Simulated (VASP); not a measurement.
A run of VASP 6.6.1:

File INCAR:

```
SYSTEM = TaH
ALGO = Normal ; EDIFF = 1E-6
ENCUT = 500 ; GGA = PE
GGA_COMPAT = .FALSE. ; ISIF = 2
ISMEAR = 0 ; LASPH = .TRUE.
LCHARG = .FALSE. ; LREAL = .FALSE.
LWAVE = .FALSE. ; NBANDS = 13
NELM = 120 ; PREC = Accurate
SIGMA = 0.2
```

KPOINTS

```
k-points
0
G
  7 7 7
  0 0 0
```

File POSCAR:

```
TaH
1.0
    2.7780484308      0.0000000000      0.0000000000
    0.0000000000      2.7780484308      0.0000000000
    0.0000000000      0.0000000000      2.7780484308
Ta H
1 1
Direct
    0.5000000000      0.5000000000      0.5000000000
    0.0000000000      0.0000000000      0.0000000000
```

Potentials or basis: VASP PAW PBE potentials, release 64 (Ta_pv, H).

Launch:

```console
$ cat potpaw_PBE.64/Ta_pv/POTCAR potpaw_PBE.64/H/POTCAR > POTCAR
$ mpirun -np 1 vasp_std > vasp.out
```

Hardware: 1 thread of AMD EPYC 7R43 64-Core Processor (Zen 3) (shared host).

Task: How long does it take, and how much memory?

Result: It took 7.5 s on 1 thread of AMD EPYC 7R43 64-Core Processor (Zen 3), on a shared host, peak memory 0.08 GiB. Counts: scf iterations 11, k points 20.
